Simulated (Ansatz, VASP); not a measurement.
## Bi in VASP and in Ansatz

The input INCAR:

```
PREC = Accurate
ENCUT = 520
EDIFF = 1E-6
ISMEAR = 1
SIGMA = 0.1
LREAL = False
LASPH = True
NELM = 60
ALGO = Normal
ISIF = 2
LWAVE = False
LCHARG = False
GGA = PS
NBANDS = 14
```

File KPOINTS:

```
Automatic mesh
0
Gamma
  9 9 9
```

File POSCAR:

```
Bi
1.0
   -1.9814305300      1.9814305300      1.9814305300
    1.9814305300     -1.9814305300      1.9814305300
    1.9814305300      1.9814305300     -1.9814305300
Bi
1
Direct
    0.0000000000      0.0000000000      0.0000000000
```

Input for Ansatz:

```yaml
crystal:
  lattice:
    - [-1.98143053, 1.98143053, 1.98143053]
    - [1.98143053, -1.98143053, 1.98143053]
    - [1.98143053, 1.98143053, -1.98143053]
  atoms:
    - { symbol: Bi, position: [0.0, 0.0, 0.0] }
kpoints:
  mp_grid:
    grid: [9, 9, 9]
hamiltonian:
  xc: pbesol
  pseudopotentials:
    kind: paw
scf:
  occupations:
    method: cold
output:
  forces: true
  stress: true
  eigenvalues: true
```

Alike in both runs: task single point; functional PBEsol; k mesh 9 × 9 × 9; no spin polarisation.

|  | VASP | Ansatz |
| --- | --- | --- |
| version | VASP 6.6.1 | Ansatz 0.2.0 |
| potentials or method | VASP PAW PBE potentials, release 64 (Bi_d) | plane waves, PAW |
| plane-wave cutoff (eV) | 520 | 420 |
| occupations | methfessel-paxton of order 1, width 0.1 eV | cold |
| valence electrons in the cell | 15 | 15 |

```tsv
	VASP	Ansatz	Ansatz less VASP
gap on the k mesh at the Fermi level (eV)	none	none	-
pressure (GPa)	-2.1	-2.0	+0.01
```

VASP's potentials were made for PBE, not for PBEsol. A gap of «none» marks a metal or a gap that the smearing closes.

Spin-orbit coupling is off throughout.
